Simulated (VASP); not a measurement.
**LiH3: relaxation of cell and atoms with PBE**

Crystal: LiH3.

```xyz
4
Lattice="2.8232 0.0000 0.0000 -1.4116 2.4450 0.0000 0.0000 0.0000 4.9389" Properties=species:S:1:pos:R:3 pbc="T T T"
Li    0.0000    0.0000    2.4695
H     0.0000    0.0000    3.9641
H     0.0000    0.0000    0.9748
H     0.0000    0.0000    0.0000
```

The cell was built from a structure type or drawn by symmetry, and may not be a known phase.

```yaml
Program: VASP 6.6.1
Task: relaxation of cell and atoms
Functional: PBE
Potentials_or_basis: VASP PAW PBE potentials, release 64 (Li_sv, H)
Cutoff: 600 eV
k_mesh: 6 × 6 × 4
Occupations: gaussian, width 0.1 eV
Spin: no spin polarisation
Dipole_correction: no
Further_INCAR_settings: ALGO = Normal; EDIFF = 1e-06; IBRION = 2; EDIFFG = -0.04; NSW = 90; ISIF = 3
```

The relaxed volume is 13.63 Å³/atom, the relaxed cell is a = 3.436 Å, b = 3.436 Å, c = 5.331 Å, α = 90.00°, β = 90.00°, γ = 120.00° and the space group after relaxing (to 0.1 Å) is P6/mmm (No. 191). The energy gained by relaxing is 102.8 meV/atom, the ionic steps are 13 and the pressure after relaxing is 0.0 GPa. The band gap on the k mesh is 1.35 eV (least direct gap 2.52 eV).

Step by step:
```csv
step,energy change (eV),largest force (eV/Å),pressure (GPa),volume (Å³)
1,0.0000,0.6944,8.70,34.09
2,-0.1411,0.1607,5.53,36.42
3,-0.1938,0.1937,3.24,38.73
4,-0.1976,0.2828,2.64,39.49
5,-0.2474,0.1405,1.91,41.35
6,-0.3423,0.3062,0.11,47.22
7,-0.2848,1.0928,-2.57,60.30
8,-0.3587,0.5950,-0.92,51.43
9,-0.3945,0.3836,-0.55,53.02
10,-0.4103,0.0677,-0.08,55.10
11,-0.4104,0.0943,-0.11,54.94
12,-0.4110,0.0520,-0.08,54.75
13,-0.4112,0.0012,-0.03,54.52
```

Final structure:
```cif
data_structure
_symmetry_space_group_name_H-M 'P 1'
_symmetry_Int_Tables_number 1
_cell_length_a 3.4364
_cell_length_b 3.4364
_cell_length_c 5.3307
_cell_angle_alpha 90.000
_cell_angle_beta 90.000
_cell_angle_gamma 120.000
_cell_volume 54.52
loop_
_atom_site_label
_atom_site_type_symbol
_atom_site_fract_x
_atom_site_fract_y
_atom_site_fract_z
_atom_site_occupancy
Li1 Li 0.00000 0.00000 0.50000 1
H1 H 0.00000 0.00000 0.81362 1
H2 H 0.00000 0.00000 0.18638 1
H3 H 0.00000 0.00000 0.00000 1
```

Levels at points of the mesh, in eV from the valence-band top:
| k point | band 1 | band 2 | band 3 | band 4 | band 5 | band 6 | band 7 |
| --- | --- | --- | --- | --- | --- | --- | --- |
| (0.00, 0.00, 0.00) | -46.06 | -6.53 | -1.53 | 1.35 | 9.95 | 10.91 | 11.53 |
| (0.50, 0.00, 0.00) | -46.06 | -5.68 | -0.41 | 2.10 | 5.23 | 8.08 | 8.24 |
| (0.00, 0.00, 0.50) | -46.06 | -6.50 | -2.23 | 4.93 | 5.16 | 9.59 | 11.26 |
| (0.50, 0.00, 0.50) | -46.06 | -5.74 | -0.29 | 2.56 | 5.15 | 6.83 | 7.99 |

It took 23 s on 1 thread of Intel(R) Xeon(R) 6975P-C (Granite Rapids), with other jobs on the host, peak memory 0.14 GiB.

Caveat: the k points lie up to 0.35 Å⁻¹ apart in the final cell; the cutoff is under 1.25 times the usual one of these potentials, so pressure, stress and relaxed cells hold a basis-set (Pulay) error; the volume moved by over 15 % at a fixed basis, so the end points are rough. A k mesh can miss the band edges.
